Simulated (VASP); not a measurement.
A run of VASP 6.6.1 is set up as follows.

Contents of INCAR:

```
PREC = Accurate ; ENCUT = 600
EDIFF = 1E-6 ; ISMEAR = 0
SIGMA = 0.05 ; LREAL = False
LASPH = True ; NELM = 100
ALGO = Normal ; ISIF = 4
LWAVE = False ; LCHARG = False
GGA = PE ; IBRION = 2
NSW = 60 ; EDIFFG = -0.01
```

Contents of KPOINTS:

```
Automatic mesh
0
Gamma
  10 10 6
```

POSCAR

```
SbMo
1.0
    4.3871592049      0.0000000000      0.0000000000
   -2.1935796024      3.7993913219      0.0000000000
    0.0000000000      0.0000000000      5.2875271867
Mo Sb
2 2
Direct
    0.0000000000      0.0000000000      0.0000000000
    0.0000000000      0.0000000000      0.5000000000
    0.3333333333      0.6666666667      0.2500000000
    0.6666666667      0.3333333333      0.7500000000
```

Potentials or basis: VASP PAW PBE potentials, release 64 (Mo_sv, Sb).

Launch:

```console
$ cat potpaw_PBE.64/Mo_sv/POTCAR potpaw_PBE.64/Sb/POTCAR > POTCAR
$ mpirun -np 1 vasp_std > vasp.out
```

Estimate the band gap on the k mesh.

zero (bands 19 and 20 overlap by 1.41 eV).

The path:
```tsv
step	energy change (eV)	largest force (eV/Å)	pressure (GPa)	volume (Å³)
1	0.0000	0.0000	-2.53	88.14
2	-0.0004	0.0000	-2.45	88.14
3	-0.0003	0.0000	-2.39	88.14
4	-0.0004	0.0000	-2.44	88.14
```

Caveat: spin-orbit coupling is left out, which moves the levels of the heavy elements.
